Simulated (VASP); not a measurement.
# KScSe2 (P4/nmm) in VASP: notebook

The runs below take KScSe2 through single point, with PBE, r2SCAN.

Program: VASP 6.6.1. These are calculated values, not measurements. Logs are shortened: lines on timing, memory, paths and dates and some standing lists are left out, and cuts for length are marked.

### 1 The cell of the first run

It takes space group P4/nmm (No. 129, tetragonal). The conventional cell has a = 4.282 Å, b = 4.282 Å, c = 12.555 Å, α = 90.00°, β = 90.00°, γ = 90.00°. K (site symmetry 4mm) has 6 Se at 3.13 to 3.64 Å and 8 K at 4.16 to 4.28 Å within 4.3 Å. Within 3.3 Å of Se (site symmetry 4mm) lie 1 Sc at 2.50 Å and 4 K at 3.13 Å. Se (site symmetry 4mm) has 5 Sc at 2.83 to 3.04 Å and 1 K at 3.58 Å within 3.7 Å. Within 3.3 Å of Sc (site symmetry 4mm) lie 6 Se at 2.50 to 3.04 Å.

### 2 Single point, PBE (28.77 Å³/atom)

Contents of INCAR:

```
SYSTEM = KScSe2
ALGO = Normal ; EDIFF = 1E-6
ENCUT = 520 ; GGA = PE
ISIF = 2 ; ISMEAR = 0
LASPH = .TRUE. ; LCHARG = .FALSE.
LREAL = .FALSE. ; LWAVE = .FALSE.
NBANDS = 42 ; NELM = 80
PREC = Accurate ; SIGMA = 0.01
```

Contents of KPOINTS:

```
k-points
0
G
  6 6 2
  0 0 0
```

Contents of POSCAR:

```
KScSe2
1.0
    4.2820133723      0.0000000000      0.0000000000
    0.0000000000      4.2820133723      0.0000000000
    0.0000000000      0.0000000000     12.5547063453
K Se Sc
2 4 2
Direct
    0.5000000000      0.0000000000      0.8865522386
    0.0000000000      0.5000000000      0.1134477614
    0.5000000000      0.0000000000      0.1768814500
    0.0000000000      0.5000000000      0.3986537621
    0.5000000000      0.0000000000      0.6013462379
    0.0000000000      0.5000000000      0.8231185500
    0.5000000000      0.0000000000      0.3757825648
    0.0000000000      0.5000000000      0.6242174352
```

Potentials or basis: VASP PAW PBE potentials, release 64 (K_sv, Se, Sc_sv).

The run is started by

```console
cat potpaw_PBE.64/K_sv/POTCAR potpaw_PBE.64/Se/POTCAR potpaw_PBE.64/Sc_sv/POTCAR > POTCAR
mpirun -np 1 vasp_std > vasp.out
```

OUTCAR:

```text
SYSTEM = KScSe2
   EDIFF = 1E-6
   ENCUT = 520
   GGA = PE
   ISIF = 2
   ISMEAR = 0
   LASPH = .TRUE.
   LREAL = .FALSE.
   NELM = 80
   PREC = Accurate

 ion  position               nearest neighbor table
   1  0.500  0.000  0.887-   6 3.13   6 3.13   6 3.13   6 3.13
   2  0.000  0.500  0.113-   3 3.13   3 3.13   3 3.13   3 3.13
   3  0.500  0.000  0.177-   7 2.50   2 3.13   2 3.13   2 3.13   2 3.13
   4  0.000  0.500  0.399-   8 2.83   7 3.04   7 3.04   7 3.04   7 3.04
   5  0.500  0.000  0.601-   7 2.83   8 3.04   8 3.04   8 3.04   8 3.04
   6  0.000  0.500  0.823-   8 2.50   1 3.13   1 3.13   1 3.13   1 3.13
   7  0.500  0.000  0.376-   3 2.50   5 2.83   4 3.04   4 3.04   4 3.04   4 3.04
   8  0.000  0.500  0.624-   6 2.50   4 2.83   5 3.04   5 3.04   5 3.04   5 3.04

  LATTYP: Found a simple tetragonal cell.
 ALAT       =     4.2820133723
 C/A-ratio  =     2.9319633672

  Lattice vectors:

 A1 = (   4.2820133723,   0.0000000000,   0.0000000000)
 A2 = (   0.0000000000,   4.2820133723,   0.0000000000)
 A3 = (   0.0000000000,   0.0000000000,  12.5547063453)

Analysis of symmetry for initial positions (statically):
=====================================================================
 Subroutine PRICEL returns:
 Original cell was already a primitive cell.

 Routine SETGRP: Setting up the symmetry group for a
 simple tetragonal supercell.

 Subroutine GETGRP returns: Found 16 space group operations
 (whereof  8 operations were pure point group operations)
 out of a pool of 16 trial point group operations.

The static configuration has the point symmetry D_2d.
 The point group associated with its full space group is D_4h.

Analysis of symmetry for dynamics (positions and initial velocities):
=====================================================================
 Subroutine PRICEL returns:
 Original cell was already a primitive cell.

 Routine SETGRP: Setting up the symmetry group for a
 simple tetragonal supercell.

 Subroutine GETGRP returns: Found 16 space group operations
 (whereof  8 operations were pure point group operations)
 out of a pool of 16 trial point group operations.

The dynamic configuration has the point symmetry D_2d.
 The point group associated with its full space group is D_4h.

 Subroutine INISYM returns: Found 16 space group operations
 (whereof  8 operations are pure point group operations),
 and found     1 'primitive' translations

----------------------------------------------------------------------------------------

                                     Primitive cell

  volume of cell :     230.1986

  direct lattice vectors                    reciprocal lattice vectors
     4.282013372  0.000000000  0.000000000     0.233535002  0.000000000  0.000000000
     0.000000000  4.282013372  0.000000000     0.000000000  0.233535002  0.000000000
     0.000000000  0.000000000 12.554706345     0.000000000  0.000000000  0.079651405

  length of vectors
     4.282013372  4.282013372 12.554706345     0.233535002  0.233535002  0.079651405

  position of ions in fractional coordinates (direct lattice)
     0.500000000  0.000000000  0.886552239
     0.000000000  0.500000000  0.113447761
     0.500000000  0.000000000  0.176881450
     0.000000000  0.500000000  0.398653762
     0.500000000  0.000000000  0.601346238
     0.000000000  0.500000000  0.823118550
     0.500000000  0.000000000  0.375782565
     0.000000000  0.500000000  0.624217435

  ion indices of the primitive-cell ions
   primitive index   ion index
                 1           1
                 2           2
                 3           3
                 4           4
                 5           5
                 6           6
                 7           7
                 8           8

----------------------------------------------------------------------------------------

 KPOINTS: k-points

Automatic generation of k-mesh.
 Grid dimensions read from file:
 generate k-points for:    6    6    2

 Generating k-lattice:

  Cartesian coordinates                     Fractional coordinates (reciprocal lattice)
     0.038922500  0.000000000  0.000000000     0.166666667  0.000000000  0.000000000
     0.000000000  0.038922500  0.000000000     0.000000000  0.166666667  0.000000000
     0.000000000  0.000000000  0.039825703     0.000000000  0.000000000  0.500000000

  Length of vectors
     0.038922500  0.038922500  0.039825703

  Shift w.r.t. Gamma in fractional coordinates (k-lattice)
     0.000000000  0.000000000  0.000000000

 Subroutine IBZKPT returns following result:
 ===========================================

 Found     20 irreducible k-points:

 Following reciprocal coordinates:
            Coordinates               Weight
  0.000000  0.000000  0.000000      1.000000
  0.166667  0.000000  0.000000      4.000000
  0.333333  0.000000  0.000000      4.000000
  0.500000  0.000000  0.000000      2.000000
  0.166667  0.166667  0.000000      4.000000
  0.333333  0.166667  0.000000      8.000000
[... 12 lines left out ...]
  0.500000  0.333333  0.500000      4.000000
  0.500000  0.500000  0.500000      1.000000
   k-points           NKPTS =     20   k-points in BZ     NKDIM =     20   number of bands    NBANDS=     42
   number of dos      NEDOS =    301   number of ions     NIONS =      8
   total plane-waves  NPLWV =  98304
   dimension x,y,z NGX =    32 NGY =   32 NGZ =   96
   dimension x,y,z NGXF=    64 NGYF=   64 NGZF=  192
   ions per type =               2   4   2
   NGX,Y,Z   is equivalent  to a cutoff of  12.42, 12.42, 12.71 a.u.
   NGXF,Y,Z  is equivalent  to a cutoff of  24.85, 24.85, 25.42 a.u.
 SYSTEM =  KScSe2
   PREC   = accura    normal or accurate (medium, high low for compatibility)
   ISTART =      0    job   : 0-new  1-cont  2-samecut
   ICHARG =      2    charge: 1-file 2-atom 10-const
   ISPIN  =      1    spin polarized calculation?
   LNONCOLLINEAR =      F non collinear calculations
   LSORBIT =      F    spin-orbit coupling
   LASPH  =      T    aspherical Exc in radial PAW
   ENCUT  =  520.0 eV  38.22 Ry    6.18 a.u.   7.96  7.96 23.34*2*pi/ulx,y,z
   NELM   =     80;   NELMIN=  2; NELMDL= -5     # of ELM steps
   EDIFF  = 0.1E-05   stopping-criterion for ELM
   LREAL  =      F    real-space projection
   EDIFFG = 0.1E-04   stopping-criterion for IOM
   NSW    =      0    number of steps for IOM
   IBRION =     -1    ionic relax: 0-MD 1-quasi-New 2-CG
   NFREE  =      0    steps in history (QN), initial steepest desc. (CG)
   ISIF   =      2    stress and relaxation
   ISYM   =      2    0-nonsym 1-usesym 2-fastsym
   POTIM  = 0.5000    time-step for ionic-motion
   TEBEG  =    0.0;   TEEND  =   0.0 temperature during run
   PSTRESS=    0.0 pullay stress
   NELECT =      64.0000    total number of electrons
   NUPDOWN=      -1.0000    fix difference up-down
   EMIN   =  10.00;   EMAX   =-10.00  energy-range for DOS
   EFERMI =   0.00;   METHOD = LEGACY
   ISMEAR =     0;   SIGMA  =   0.01  broadening in eV -4-tet -1-fermi 0-gaus
   EFERMI_NEDOS =   21; number of points for ismear=-14 and -15
   IALGO  =     38    algorithm
   IMIX   =      4    mixing-type and parameters
     AMIX     =   0.40;   BMIX     =  1.00
     AMIX_MAG =   1.60;   BMIX_MAG =  1.00
  volume/ion in A,a.u.               =      28.77       194.18
  Fermi-wavevector in a.u.,A,eV,Ry     =   1.068482  2.019139 15.533148  1.141654
  Thomas-Fermi vector in A             =   2.204132
   LORBIT       =      0    0 simple, 1 ext, 2 COOP (PROOUT), +10 PAW based schemes
   GGA     = PE    functional components
   LHFCALC =     F    Hartree Fock is set to
   AEXX    =    0.0000 exact exchange contribution
   IVDW    =     0    specifies the selected vdW correction
   LEPSILON=     F    determine dielectric tensor
   LRPA    =     F    only Hartree local field effects (RPA)
 non-spin polarized calculation
 Gauss-broadening in eV      SIGMA  =   0.01
  energy-cutoff  :      520.00
  volume of cell :      230.20
 maximum number of plane-waves:      6248
 NGX is ok and might be reduce to    32
   NGX = 15   NGY = 15   NGZ = 47

 number of electron      64.0000004 magnetization

 Free energy of the ion-electron system (eV)
  ---------------------------------------------------
  ext. energy  EPLUGINS =         0.00000000
  ---------------------------------------------------
  free energy    TOTEN  =       -39.56514430 eV

  energy without entropy =      -39.56514430  energy(sigma->0) =      -39.56514430

 E-fermi :   1.5258     XC(G=0):  -8.5768

 val. band max:        1.4258330243   @ k =   0.0000   0.0000   0.5000
 cond. band min:       1.9004590306   @ k =   0.0000   0.0000   0.0000
 fundamental gap:      0.4746260063
 Fermi energy:         1.5258415205

 k-point     1 :       0.0000    0.0000    0.0000
  band No.  band energies     occupation
      1     -48.6741      2.00000
      2     -48.6734      2.00000
      3     -27.6375      2.00000
      4     -27.6224      2.00000
      5     -27.3359      2.00000
      6     -27.3359      2.00000
[... 34 lines left out ...]
     41       3.9242      0.00000
     42       4.3764      0.00000

 k-point     2 :       0.1667    0.0000    0.0000
  band No.  band energies     occupation
      1     -48.6740      2.00000
      2     -48.6733      2.00000
      3     -27.6350      2.00000
      4     -27.6219      2.00000
      5     -27.3386      2.00000
      6     -27.3356      2.00000
[... 34 lines left out ...]
     41       4.0229      0.00000
     42       4.2171      0.00000

 k-point     3 :       0.3333    0.0000    0.0000
  band No.  band energies     occupation
      1     -48.6736      2.00000
      2     -48.6732      2.00000
      3     -27.6291      2.00000
      4     -27.6215      2.00000
      5     -27.3437      2.00000
      6     -27.3420      2.00000
[... 717 lines left out ...]
      4     -27.6195      2.00000
      5     -27.3450      2.00000
      6     -27.3450      2.00000
[... 34 lines left out ...]
     41       4.2411      0.00000
     42       4.2411      0.00000

 k-point    20 :       0.5000    0.5000    0.5000
  band No.  band energies     occupation
      1     -48.6729      2.00000
      2     -48.6729      2.00000
      3     -27.6181      2.00000
      4     -27.6181      2.00000
      5     -27.3459      2.00000
      6     -27.3459      2.00000
[... 34 lines left out ...]
     41       3.8062      0.00000
     42       3.8062      0.00000

------------------------ aborting loop because EDIFF is reached ----------------------------------------

  FORCE on cell =-STRESS in cart. coord.  units (eV):
  Direction    XX          YY          ZZ          XY          YZ          ZX
  --------------------------------------------------------------------------------------
  -------------------------------------------------------------------------------------
  Total       -2.6168273     -2.6168273     -4.3414351      0.0000000      0.0000000      0.0000000
  in kB      -18.2130655    -18.2130655    -30.2163007      0.0000000      0.0000000      0.0000000
  external PRESSURE =     -22.2141439 kB  Pullay stress =       0.0000000 kB

 VOLUME and BASIS-vectors are now :
 -----------------------------------------------------------------------------
  energy-cutoff  :      520.00
  volume of cell :      230.20
      direct lattice vectors                 reciprocal lattice vectors
     4.282013372  0.000000000  0.000000000     0.233535002  0.000000000  0.000000000
     0.000000000  4.282013372  0.000000000     0.000000000  0.233535002  0.000000000
     0.000000000  0.000000000 12.554706345     0.000000000  0.000000000  0.079651405

 POSITION                                       TOTAL-FORCE (eV/Angst)
 -----------------------------------------------------------------------------------
      2.14101      0.00000     11.13040         0.000000      0.000000     -0.093200
      0.00000      2.14101      1.42430         0.000000      0.000000      0.093200
      2.14101      0.00000      2.22069         0.000000     -0.000000      0.344915
      0.00000      2.14101      5.00498         0.000000      0.000000      0.174692
      2.14101      0.00000      7.54973        -0.000000      0.000000     -0.174692
      0.00000      2.14101     10.33401         0.000000      0.000000     -0.344915
      2.14101      0.00000      4.71784         0.000000      0.000000     -0.199649
      0.00000      2.14101      7.83687         0.000000      0.000000      0.199649
 -----------------------------------------------------------------------------------
    total drift:                                0.000000      0.000000      0.000000

  FREE ENERGIE OF THE ION-ELECTRON SYSTEM (eV)
  ---------------------------------------------------
  free  energy   TOTEN  =       -39.5651442960 eV

  energy  without entropy=      -39.5651442960  energy(sigma->0) =      -39.56514430
```

Run time: 1.8 min. Hardware: 1 thread of Intel Xeon 6975P-C (Granite Rapids), shared host; peak memory 0.4 GiB.

Results:

* Free energy: -39.5651 eV
* Pressure: -2.2 GPa
* Largest force: 0.345 eV/Å
* Band gap on the k mesh: 0.47 eV

Forces on the atoms (eV/Å):
```
K    0.000  0.000 -0.093
K    0.000  0.000  0.093
Se   0.000  0.000  0.345
Se   0.000  0.000  0.175
Se   0.000  0.000 -0.175
Se   0.000  0.000 -0.345
Sc   0.000  0.000 -0.200
Sc   0.000  0.000  0.200
```

(Continued in part 2 of 2.)
